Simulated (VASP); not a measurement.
In6O: single point with PBE

Crystal: In6O.

```
In O
1.0
     7.82308    0.00000    0.00000
     0.00000    7.82308    0.00000
     0.00000    0.00000    7.82308
In O
6 1
Direct
  0.80017 0.50000 0.50000
  0.19983 0.50000 0.50000
  0.50000 0.80017 0.50000
  0.50000 0.19983 0.50000
  0.50000 0.50000 0.80017
  0.50000 0.50000 0.19983
  0.50000 0.50000 0.50000
```

The cell was built from a structure type or drawn by symmetry, and may not be a known phase.

- Program: VASP 6.6.1
- Task: single point
- Functional: PBE
- Potentials or basis: VASP PAW PBE potentials, release 64 (In_d, O)
- Cutoff: 600 eV
- k mesh: 3 × 3 × 3
- Occupations: gaussian, width 0.2 eV
- Spin: no spin polarisation
- Dipole correction: no
- Further INCAR settings: ALGO = Normal; EDIFF = 1e-06; NBANDS = 51

```yaml
Pressure: 0.6 GPa
Largest_force: 0.041 eV/Å
Band_gap_on_the_k_mesh: zero (bands 42 and 43 overlap by 0.85 eV)
```

Forces in eV/Å, atoms in the order of the input:
```
In   0.041  0.000  0.000
In  -0.041  0.000  0.000
In   0.000  0.041  0.000
In   0.000 -0.041  0.000
In   0.000  0.000  0.041
In   0.000  0.000 -0.041
O    0.000  0.000  0.000
```

Levels at points of the mesh, in eV from the Fermi level:
| k point | band 38 | band 39 | band 40 | band 41 | band 42 | band 43 | band 44 | band 45 | band 46 | band 47 |
| --- | --- | --- | --- | --- | --- | --- | --- | --- | --- | --- |
| (0.00, 0.00, 0.00) | -1.26 | -1.26 | -1.26 | 0.30 | 0.47 | 0.47 | 0.47 | 1.71 | 1.71 | 1.71 |

It took 6.8 min on 1 thread of Intel Xeon 8259CL, on a shared host, peak memory 0.58 GiB.

Caveat: spin-orbit coupling is left out, which moves the levels of the heavy elements.
